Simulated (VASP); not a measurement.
# TiC in VASP: a series of runs, part 2 of 2

VASP 6.6.1. The steps go on from the part before.

## (3) Electric field gradients, PBE (z stretched by -1.5 % at fixed volume)

Input file INCAR:

```
PREC     = Accurate       # precision mode
ENCUT    = 520            # plane-wave cutoff, eV
EDIFF    = 1E-8           # SCF threshold, eV
ISMEAR   = -1             # smearing method
SIGMA    = 0.03           # smearing width, eV
LREAL    = False          # projectors in reciprocal space
LASPH    = True           # aspherical terms in the spheres
NELM     = 80             # most SCF steps
ALGO     = Normal         # electronic algorithm
ISIF     = 2              # what is computed and relaxed
LWAVE    = False          # write WAVECAR
LCHARG   = False          # write CHGCAR
GGA      = PE             # functional
LEFG     = True         
NBANDS   = 15             # bands
```

Input file KPOINTS:

```
Automatic mesh
0
Gamma
  14 14 14
```

Input file POSCAR:

```
TiC
1.0
    0.0000000000      2.1804149002      2.1315400000
    2.1804149002      0.0000000000      2.1315400000
    2.1804149002      2.1804149002      0.0000000000
Ti C
1 1
Direct
    0.0000000000      0.0000000000      0.0000000000
    0.5000000000      0.5000000000      0.5000000000
```

Potentials or basis: VASP PAW PBE potentials, release 64 (Ti_sv, C).

The run is started by

```console
> cat potpaw_PBE.64/Ti_sv/POTCAR potpaw_PBE.64/C/POTCAR > POTCAR
> mpirun -np 1 vasp_std > vasp.out
```

OUTCAR:

```text
PREC = Accurate
   ENCUT = 520
   EDIFF = 1E-8
   ISMEAR = -1
   LREAL = False
   LASPH = True
   NELM = 80
   ISIF = 2
   GGA = PE

 ion  position               nearest neighbor table
   1  0.000  0.000  0.000-   2 2.13   2 2.13   2 2.18   2 2.18   2 2.18   2 2.18
   2  0.500  0.500  0.500-   1 2.13   1 2.13   1 2.18   1 2.18   1 2.18   1 2.18

  LATTYP: Found a body centered tetragonal cell.
 ALAT       =     3.0835723235
 C/A-ratio  =     1.3825133815

  Lattice vectors:

 A1 = (   0.0000000000,  -2.1804149002,  -2.1315400000)
 A2 = (   0.0000000000,   2.1804149002,  -2.1315400000)
 A3 = (   2.1804149002,   0.0000000000,   2.1315400000)
[... 643 lines left out ...]
  free  energy   TOTEN  =       -18.7005797993 eV

  energy  without entropy=      -18.6997780930  energy(sigma->0) =      -18.70017895

 Electric field gradients (V/A^2)
---------------------------------------------------------------------
 ion       V_xx      V_yy      V_zz      V_xy      V_xz      V_yz
---------------------------------------------------------------------
   1       8.968     8.968   -17.935    -0.000     0.001     0.001
   2       1.428     1.428    -2.856     0.000     0.000     0.000
---------------------------------------------------------------------

 Electric field gradients after diagonalization (V/A^2)
 (convention: |V_zz| > |V_xx| > |V_yy|)
----------------------------------------------------------------------
 ion       V_xx      V_yy      V_zz     asymmetry (V_yy - V_xx)/ V_zz
----------------------------------------------------------------------
   1       8.968     8.967   -17.935       0.000
   2       1.428     1.428    -2.856       0.000
----------------------------------------------------------------------

           NMR quadrupolar parameters

 Cq : quadrupolar parameter    Cq=e*Q*V_zz/h
 eta: asymmetry parameters     (V_yy - V_xx)/ V_zz
 Q  : nuclear electric quadrupole moment in mb (millibarn)
----------------------------------------------------------------------
 ion       Cq(MHz)       eta       Q (mb)
----------------------------------------------------------------------
   1      -0.043       0.000       1.000
   2      -0.007       0.000       1.000
----------------------------------------------------------------------
```

OSZICAR:

```text
N       E                     dE             d eps       ncg     rms          rms(c)
DAV:   1     0.117295792900E+03    0.11730E+03   -0.79918E+03  7341   0.127E+03
DAV:   2    -0.167490193787E+02   -0.13404E+03   -0.12538E+03  7894   0.334E+02
DAV:   3    -0.240730549809E+02   -0.73240E+01   -0.72161E+01  9480   0.770E+01
DAV:   4    -0.243003132771E+02   -0.22726E+00   -0.22708E+00  9252   0.124E+01
DAV:   5    -0.243057608643E+02   -0.54476E-02   -0.54454E-02  9523   0.169E+00    0.183E+01
DAV:   6    -0.193175946780E+02    0.49882E+01   -0.11811E+01 10442   0.563E+01    0.692E+00
DAV:   7    -0.187354820379E+02    0.58211E+00   -0.21471E+00  8565   0.207E+01    0.493E+00
DAV:   8    -0.187116340093E+02    0.23848E-01   -0.10667E-01  8392   0.346E+00    0.340E+00
DAV:   9    -0.187042601443E+02    0.73739E-02   -0.96125E-02  9978   0.429E+00    0.760E-01
DAV:  10    -0.187025874971E+02    0.16726E-02   -0.11729E-02  9717   0.143E+00    0.628E-01
DAV:  11    -0.187007177344E+02    0.18698E-02   -0.27832E-03  8594   0.739E-01    0.177E-01
DAV:  12    -0.187005888356E+02    0.12890E-03   -0.29528E-04  9843   0.224E-01    0.408E-02
DAV:  13    -0.187005796889E+02    0.91467E-05   -0.45908E-05  8517   0.642E-02    0.587E-03
DAV:  14    -0.187005799585E+02   -0.26964E-06   -0.11840E-06  8566   0.986E-03    0.471E-03
DAV:  15    -0.187005798038E+02    0.15473E-06   -0.31283E-07  8664   0.909E-03    0.206E-03
DAV:  16    -0.187005797993E+02    0.44445E-08   -0.48658E-08  8433   0.346E-03
   1 F= -.18700580E+02 E0= -.18700179E+02  d E =-.801706E-03
```

stdout:

```text
POSCAR found type information on POSCAR TiC
 POSCAR found :  2 types and       2 ions
 scaLAPACK will be used
 LDA part: xc-table for (Slater+PW92), standard interpolation
 POSCAR, INCAR and KPOINTS ok, starting setup
 FFT: planning ... GRIDC
 FFT: planning ... GRID_SOFT
 FFT: planning ... GRID
 WAVECAR not read
 entering main loop
ion   1

ion   2
```

It took 92 s on 1 thread of Intel Xeon 8259CL, shared host; peak memory 0.2 GiB.

Results:

```yaml
Free_energy: -18.7006 eV
Pressure: 1.3 GPa
Band_gap_on_the_k_mesh: zero (bands 8 and 9 overlap by 1.36 eV)
Largest_electric_field_gradient_by_atom: Ti -17.9; C -2.9 V/Å²
```

Stress tensor (GPa, compression positive):
```
-1.77  0.00  0.00
 0.00 -1.77  0.00
 0.00  0.00  7.47
```

Levels at points of the mesh, in eV from the Fermi level:
| k point | band 6 | band 7 | band 8 | band 9 | band 10 | band 11 |
| --- | --- | --- | --- | --- | --- | --- |
| (0.00, 0.00, 0.00) | 0.64 | 0.64 | 0.81 | 1.64 | 1.65 | 1.65 |
| (0.50, 0.00, 0.00) | -5.85 | -2.92 | -2.89 | 2.88 | 2.98 | 4.12 |
| (0.50, 0.50, 0.00) | -3.26 | -1.65 | -0.14 | -0.14 | 2.73 | 3.54 |
| (0.50, 0.00, 0.50) | -3.51 | -1.61 | 0.02 | 0.04 | 2.71 | 3.45 |

Electric field gradients, principal values (V/Å²):
```csv
atom,least,middle,greatest (by size)
1 Ti,8.967,8.968,-17.935
2 C,1.428,1.428,-2.856
```

Caveat: without QUAD_EFG the Cq values of the log hold for a quadrupole moment of 1 mb, not for the nuclei.

## (4) Electric field gradients, PBE (xy shear strain of -1.5 %)

Input file INCAR:

```
SYSTEM = TiC
PREC = Accurate ; ENCUT = 520
EDIFF = 1E-8 ; ISMEAR = -1
SIGMA = 0.03 ; LREAL = .False.
LASPH = .True. ; NELM = 60
ALGO = Normal ; ISIF = 2
LWAVE = .False. ; LCHARG = .False.
GGA = PE ; LEFG = .True.
NBANDS = 15
```

Input file KPOINTS:

```
Automatic mesh
0
Gamma
  14 14 14
  0 0 0
```

Input file POSCAR:

```
TiC
1.0
   -0.0162300000      2.1640000000      2.1640000000
    2.1640000000     -0.0162300000      2.1640000000
    2.1477700000      2.1477700000      0.0000000000
Ti C
1 1
Direct
    0.0000000000      0.0000000000      0.0000000000
    0.5000000000      0.5000000000      0.5000000000
```

Potentials or basis: VASP PAW PBE potentials, release 64 (Ti_sv, C).

The run is started by

```console
> cat potpaw_PBE.64/Ti_sv/POTCAR potpaw_PBE.64/C/POTCAR > POTCAR
> mpirun -np 1 vasp_std > vasp.out
```

OUTCAR:

```text
SYSTEM = TiC
   PREC = Accurate
   ENCUT = 520
   EDIFF = 1E-8
   ISMEAR = -1
   LREAL = .False.
   LASPH = .True.
   NELM = 60
   ISIF = 2
   GGA = PE

 ion  position               nearest neighbor table
   1  0.000  0.000  0.000-   2 2.16   2 2.16   2 2.16   2 2.16   2 2.16   2 2.16
   2  0.500  0.500  0.500-   1 2.16   1 2.16   1 2.16   1 2.16   1 2.16   1 2.16

  LATTYP: Found a body centered orthorhombic cell.
 ALAT       =     3.0374054629
 B/A-ratio  =     1.0151133501
 C/A-ratio  =     1.4249003147

  Lattice vectors:

 A1 = (   0.0162300000,  -2.1640000000,  -2.1640000000)
 A2 = (  -0.0162300000,   2.1640000000,  -2.1640000000)
 A3 = (   2.1640000000,  -0.0162300000,   2.1640000000)

Analysis of symmetry for initial positions (statically):
=====================================================================
 Subroutine PRICEL returns:
 Original cell was already a primitive cell.

 Routine SETGRP: Setting up the symmetry group for a
 body centered orthorhombic supercell.

[... 622 lines left out ...]
     2.164000000 -0.016230000  2.164000000     0.229333602 -0.229333602  0.231053604
     2.147770000  2.147770000  0.000000000     0.232799601  0.232799601 -0.231053604

 POSITION                                       TOTAL-FORCE (eV/Angst)
 -----------------------------------------------------------------------------------
      0.00000      0.00000      0.00000         0.000000     -0.000000      0.000000
      2.14777      2.14777      2.16400        -0.000000      0.000000     -0.000000
 -----------------------------------------------------------------------------------
    total drift:                                0.000000     -0.000000     -0.000000

  FREE ENERGIE OF THE ION-ELECTRON SYSTEM (eV)
  ---------------------------------------------------
  free  energy   TOTEN  =       -18.7068320257 eV

  energy  without entropy=      -18.7059382058  energy(sigma->0) =      -18.70638512

 Electric field gradients (V/A^2)
---------------------------------------------------------------------
 ion       V_xx      V_yy      V_zz      V_xy      V_xz      V_yz
---------------------------------------------------------------------
   1      -0.021    -0.021     0.042     0.266     0.000     0.000
   2      -0.001    -0.001     0.002     0.642     0.000     0.000
---------------------------------------------------------------------

 Electric field gradients after diagonalization (V/A^2)
 (convention: |V_zz| > |V_xx| > |V_yy|)
----------------------------------------------------------------------
 ion       V_xx      V_yy      V_zz     asymmetry (V_yy - V_xx)/ V_zz
----------------------------------------------------------------------
   1       0.244     0.042    -0.287       0.705
   2       0.641     0.002    -0.643       0.992
----------------------------------------------------------------------

           NMR quadrupolar parameters

 Cq : quadrupolar parameter    Cq=e*Q*V_zz/h
 eta: asymmetry parameters     (V_yy - V_xx)/ V_zz
 Q  : nuclear electric quadrupole moment in mb (millibarn)
----------------------------------------------------------------------
 ion       Cq(MHz)       eta       Q (mb)
----------------------------------------------------------------------
   1      -0.001       0.705       1.000
   2      -0.002       0.992       1.000
----------------------------------------------------------------------
```

stdout:

```text
POSCAR found type information on POSCAR TiC
 POSCAR found :  2 types and       2 ions
 scaLAPACK will be used
 LDA part: xc-table for (Slater+PW92), standard interpolation
 POSCAR, INCAR and KPOINTS ok, starting setup
 FFT: planning ... GRIDC
 FFT: planning ... GRID_SOFT
 FFT: planning ... GRID
 WAVECAR not read
 entering main loop
ion   1

ion   2
```

Run time: 2.5 min. Hardware: 1 thread of Intel Xeon 8259CL, shared host; peak memory 0.25 GiB.

Results:

```
Free energy                             : -18.7068 eV
Pressure                                : 1.1 GPa
Band gap on the k mesh                  : zero (bands 8 and 9 overlap by 1.17 eV)
Largest electric field gradient by atom : Ti -0.3; C -0.6 V/Å²
```

Electric field gradients, principal values (V/Å²):
```
atom  least  middle  greatest (by size)
1 Ti  0.042   0.244              -0.287
 2 C  0.002   0.641              -0.643
```

Caveat: the cell differs from its parent crystal (xy shear strain of -1.5 %); without QUAD_EFG the Cq values of the log hold for a quadrupole moment of 1 mb, not for the nuclei.
